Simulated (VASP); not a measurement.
The system is Si2NF2.

```
Si N F
1.0
    -1.81010    1.81010    4.55371
     1.81010   -1.81010    4.55371
     1.81010    1.81010   -4.55371
Si N F
2 1 2
Direct
  0.25000 0.75000 0.50000
  0.75000 0.25000 0.50000
  0.00000 0.00000 0.00000
  0.62761 0.62761 0.00000
  0.37239 0.37239 0.00000
```

The cell was built from a structure type or drawn by symmetry, and may not be a known phase.

* Program: VASP 6.6.1
* Task: relaxation of cell and atoms
* Functional: PBE
* Potentials or basis: VASP PAW PBE potentials, release 64 (Si, N, F)
* Cutoff: 600 eV
* k mesh: 6 × 6 × 6
* Occupations: gaussian, width 0.1 eV
* Spin: collinear spin, ferromagnetic start
* Starting moments: [0.0, 0.0, 1.0, 1.0, 1.0] μB

At the start: pressure 20.4 GPa; volume 11.94 Å³/atom.

Question: Where does the relaxation end?

Answer: Over 18 steps the energy falls by 510.1 meV/atom and the volume is 12.55 Å³/atom (+5.1 %); space group I4/mmm (No. 139, to 0.1 Å) before and after; moment 0.40 μB per cell.

Step by step:
```
step  energy change (eV)  largest force (eV/Å)  pressure (GPa)  volume (Å³)
   1              0.0000                1.9975           20.42        59.68
   2             -0.9496                1.4426           -3.13        73.61
   3             -0.9881                0.9291           -0.33        70.83
   4             -0.9880                0.9745           -0.62        71.06
   5             -1.1953                1.0668           -2.02        71.55
   6             -1.8990                1.0822           -6.35        72.51
   7             -1.8566                0.2847          -10.36        71.84
   8             -2.1364                1.1667           -9.19        72.68
   9             -2.2432                0.9242           -8.54        71.49
  10             -2.3937                0.2365           -5.55        68.17
  11             -2.3972                0.1327           -4.73        67.60
  12             -2.4436                0.0344           -4.06        66.82
  13             -2.5353                0.1938           -1.81        64.46
  14             -2.5405                0.2718           -0.08        63.29
  15             -2.5426                0.2431           -0.76        63.72
  16             -2.5472                0.1728           -0.44        63.37
  17             -2.5497                0.0539            0.52        62.42
  18             -2.5506                0.0318            0.18        62.75
```

Final structure:
```xyz
5
Lattice="-2.0846 2.0846 3.6103 2.0846 -2.0846 3.6103 2.0846 2.0846 -3.6103" Properties=species:S:1:pos:R:3 pbc="T T T"
Si    2.0846    0.0000    1.8051
Si    0.0000    2.0846    1.8051
N     0.0000    0.0000    0.0000
F     0.0000    0.0000    4.7166
F     0.0000    0.0000    2.5040
```
